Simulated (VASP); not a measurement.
# Ni3Ge: single point with r2SCAN

The system is Ni3Ge.

```
Ni Ge
1.0
     3.49249    0.00000    0.00000
     0.00000    3.49249    0.00000
     0.00000    0.00000    3.49249
Ni Ge
3 1
Direct
  0.50000 0.00000 0.50000
  0.00000 0.50000 0.50000
  0.50000 0.50000 0.00000
  0.00000 0.00000 0.00000
```

```yaml
Program: VASP 6.6.1
Task: single point
Functional: r2SCAN
Potentials_or_basis: VASP PAW PBE potentials, release 64 (Ni, Ge_d)
Cutoff: 520 eV
k_mesh: 12 × 12 × 12
Occupations: gaussian, width 0.1 eV
Spin: no spin polarisation
Dipole_correction: no
Further_INCAR_settings: ALGO = Normal; EDIFF = 1e-06; NBANDS = 30
```

```
Pressure               : 8.3 GPa
Band gap on the k mesh : zero (bands 22 and 23 overlap by 0.28 eV)
```

Levels at points of the mesh, in eV from the Fermi level:
| k point | band 19 | band 20 | band 21 | band 22 | band 23 | band 24 | band 25 | band 26 |
| --- | --- | --- | --- | --- | --- | --- | --- | --- |
| (0.00, 0.00, 0.00) | -0.73 | -0.73 | -0.37 | 0.04 | 0.04 | 0.04 | 4.60 | 7.36 |
| (0.50, 0.00, 0.00) | -1.39 | -1.28 | -0.67 | 0.04 | 3.87 | 3.87 | 5.45 | 6.14 |
| (0.50, 0.50, 0.00) | -1.35 | -1.21 | -1.02 | -0.98 | 0.66 | 0.66 | 6.11 | 7.12 |
| (0.50, 0.50, 0.50) | -1.28 | -1.28 | -0.63 | -0.23 | -0.23 | -0.23 | 0.90 | 4.61 |

Run time: 2.4 min on 1 thread of Intel(R) Xeon(R) 6975P-C (Granite Rapids), with other jobs on the host, peak memory 0.23 GiB.

Caveat: the cell stands under pressure; the PAW data sets were made with another functional, which shifts forces and pressure a little. Spin polarisation is off, so any magnetic state and its effect on volume and gap are missing.
